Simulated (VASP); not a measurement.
Set up this calculation in VASP 6.6.1, as the native input.

* Task: single point
* Functional: PBEsol
* Potentials or basis: VASP PAW PBE potentials, release 64 (In_d, As)
* Cutoff: 520 eV
* k mesh: 12 × 12 × 12
* Occupations: gaussian, width 0.1 eV
* Spin: no spin polarisation
* Dipole correction: no
* Further INCAR settings: ALGO = Normal; EDIFF = 1e-06; NBANDS = 16

The structure of InAs lies in POSCAR:

```
InAs
1.0
    0.0000000000      2.9496878325      2.9496878325
    2.9496878325      0.0000000000      2.9496878325
    2.9496878325      2.9496878325      0.0000000000
In As
1 1
Direct
    0.0000000000      0.0000000000      0.0000000000
    0.2500000000      0.2500000000      0.2500000000
```

One way to write it, as run:

INCAR

```
PREC     = Accurate       # precision mode
ENCUT    = 520            # plane-wave cutoff, eV
EDIFF    = 1E-6           # SCF threshold, eV
ISMEAR   = 0              # smearing method
SIGMA    = 0.1            # smearing width, eV
LREAL    = F              # projectors in reciprocal space
LASPH    = T              # aspherical terms in the spheres
NELM     = 60             # most SCF steps
ALGO     = Normal         # electronic algorithm
ISIF     = 2              # what is computed and relaxed
LWAVE    = F              # write WAVECAR
LCHARG   = T              # write CHGCAR
GGA      = PS             # functional
LELF     = T              # ELF
LVHAR    = T            
NBANDS   = 16             # bands
```

KPOINTS

```
regular mesh
0
Gamma
  12 12 12
```

Potentials or basis: VASP PAW PBE potentials, release 64 (In_d, As).

Command:

```bash
$ cat potpaw_PBE.64/In_d/POTCAR potpaw_PBE.64/As/POTCAR > POTCAR
$ mpirun -np 1 vasp_std > vasp.out
```

It gave:

The pressure is 6.6 GPa. The band gap on the k mesh is 0.09 eV.

Caveat: the cell stands under pressure; the PAW data sets were made with another functional, which shifts forces and pressure a little; spin-orbit coupling is left out, which moves the levels of the heavy elements.

Wall time 30 s on 1 thread of Intel Xeon 6455B (shared host), peak memory 0.22 GiB.
